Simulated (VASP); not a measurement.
Input of a VASP 6.6.1 run:

File INCAR:

```
ALGO = Normal
EDIFF = 1E-6
ENCUT = 520
GGA = PE
ISIF = 2
ISMEAR = -1
IVDW = 12
LASPH = True
LCHARG = False
LREAL = Auto
LWAVE = False
NBANDS = 56
NELM = 100
PREC = Accurate
SIGMA = 0.05
```

File KPOINTS:

```
k-points
0
Gamma
  2 2 2
```

Contents of POSCAR:

```
H7C6O8
1.0
    5.2658520000      0.0000000000      0.0000000000
    0.4708210000      5.4317370000      0.0000000000
    2.0503980000      2.5584150000      7.9336630000
H C O
7 6 8
Direct
    0.8896479821      0.2957148841      0.5709216537
    0.0804999029      0.6955467994      0.4209530957
    0.4664470587      0.2133336234      0.3313097620
    0.5521081219      0.5179706484      0.1781648653
    0.5342167272      0.6082229780      0.7461622708
    0.7787068789      0.0084918577      0.9893916593
    0.2425913660      1.0011793708     -0.0142052921
    0.7825940301      0.4127587192      0.3648755940
    0.2062128236      0.5737053032      0.6367550525
    0.6331257607      0.3420301701      0.2544474097
    0.3316366210      0.6310520647      0.7597247324
    0.8146815980      0.2192151783      0.1395320169
    0.1986790731      0.7875183059      0.8562753422
    0.8959882492      0.6230353864      0.3141928262
    0.0863766850      0.3689366760      0.6938409156
    0.7803844775      0.2420979515      0.5117182315
    0.2109603299      0.7346766080      0.4880091327
    0.0563538048      0.2091870792      0.1251754706
    0.9576297120      0.8354948041      0.8744132439
    0.6830241790      0.1367212267      0.0522457281
    0.3501083608      0.8689994528      0.9381290836
```

Potentials or basis: VASP PAW PBE potentials, release 64 (H, C, O).

Run with:

```console
$ cat potpaw_PBE.64/H/POTCAR potpaw_PBE.64/C/POTCAR potpaw_PBE.64/O/POTCAR > POTCAR
$ mpirun -np 1 vasp_std > vasp.out
```

(1) Predict the dispersion energy per atom.

(2) Estimate the pressure.

Results:

(1) -0.060 eV.

(2) 0.1 GPa.

Caveat: the k points lie up to 0.61 Å⁻¹ apart, too coarse for converged energies and pressures of a metal; an odd number of electrons without spin polarisation forces a metal; a magnetic or distorted state may lie lower.
